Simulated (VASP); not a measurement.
A run of VASP 6.6.1:

Contents of INCAR:

```
PREC = Accurate
ENCUT = 520
EDIFF = 1E-7
ISMEAR = -1
SIGMA = 0.02
LREAL = Auto
LASPH = True
NELM = 80
ALGO = Normal
ISIF = 2
LWAVE = False
LCHARG = False
GGA = PE
NELECT = 74.0
NBANDS = 52
```

File KPOINTS:

```
regular mesh
0
Gamma
  2 2 2
```

File POSCAR:

```
CuSi16
1.0
    0.0000000000      5.4300000000      5.4300000000
    5.4300000000      0.0000000000      5.4300000000
    5.4300000000      5.4300000000      0.0000000000
Si Cu
16 1
Direct
    0.0825966851      0.0046040516     -0.1097421731
    0.0316022099      0.2413812155      0.0305709024
   -0.0901197053      0.1183333333      0.4749263352
    0.0781031308      0.2053222836      0.5627440147
   -0.0658287293      0.6437845304     -0.1034714549
    0.0686372007      0.6648987109      0.0772191529
   -0.0424769797      0.5971362799      0.4322007366
    0.1268784530      0.7158287293      0.5344106814
    0.3780847145      0.1293922652      0.0101289134
    0.6411878453      0.1354972376      0.0958655617
    0.4551933702      0.0523756906      0.4898710866
    0.5749355433      0.1336464088      0.6713259669
    0.4707366483      0.5346224678     -0.0005524862
    0.5617495396      0.7574585635      0.1023941068
    0.4583793738      0.5624861878      0.4904788214
    0.5707366483      0.7062062615      0.6518968692
    0.6743186004      0.3461049724      0.2910957643
```

Potentials or basis: VASP PAW PBE potentials, release 64 (Si, Cu).

Launch:

```console
$ cat potpaw_PBE.64/Si/POTCAR potpaw_PBE.64/Cu/POTCAR > POTCAR
$ mpirun -np 1 vasp_std > vasp.out
```

Hardware: 1 thread of Intel Xeon 8259CL, with other jobs on the host.

Problem. How long does it take, and how much memory?

Solution. Wall time 8.8 min on 1 thread of Intel Xeon 8259CL, with other jobs on the host, peak memory 0.5 GiB. Counts: scf iterations 20, k points 8.
